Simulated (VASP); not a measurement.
Runs of VASP 6.6.1 on Au. The structure is that of space group Fm-3m (No. 225), or close to it. The cells are those of the table. 

```tsv
cell	further INCAR settings	gap on the mesh (eV)	pressure (GPa)
a = 2.867, b = 2.867, c = 2.801 Å, angles 60.8, 60.8, 58.5°, 1 atom	ALGO = Fast; EDIFF = 1e-07; NBANDS = 12	none	8.8
a = 2.974 Å, angles 60.0°, 1 atom	ALGO = Fast; EDIFF = 1e-06; NBANDS = 12	none	-12.2
a = 2.823, b = 2.823, c = 2.844 Å, angles 59.7, 59.7, 60.5°, 1 atom	ALGO = Fast; EDIFF = 1e-06; NBANDS = 12	none	(a)
a = 2.845, b = 2.845, c = 2.801 Å, angles 60.5, 60.5, 59.0°, 1 atom	ALGO = Fast; EDIFF = 1e-06; NBANDS = 12	none	12.3
a = 2.823, b = 2.823, c = 2.801 Å, angles 60.3, 60.3, 59.5°, 1 atom	ALGO = Fast; EDIFF = 1e-06; NBANDS = 12	none	(b)
```

Alike in all rows: task single point; level PBEsol; potentials or basis VASP PAW PBE potentials, release 64 (Au); no spin polarisation; k mesh 26 × 26 × 26; cutoff (eV) 520; smearing gaussian 0.15 eV.

Problem. Estimate the missing entries.

Solution. (a) 12.2; (b) 16.1.

Caveats: the PAW data sets were made with another functional, which shifts forces and pressure a little; spin-orbit coupling is left out, which moves the levels of the heavy elements; the cell stands under pressure (at least some runs); the cell stands under tension (at least some runs).

A k mesh can miss the band edges, and the runs leave out spin-orbit coupling on Au.

A gap of «none» marks levels without a gap at the run's occupations.
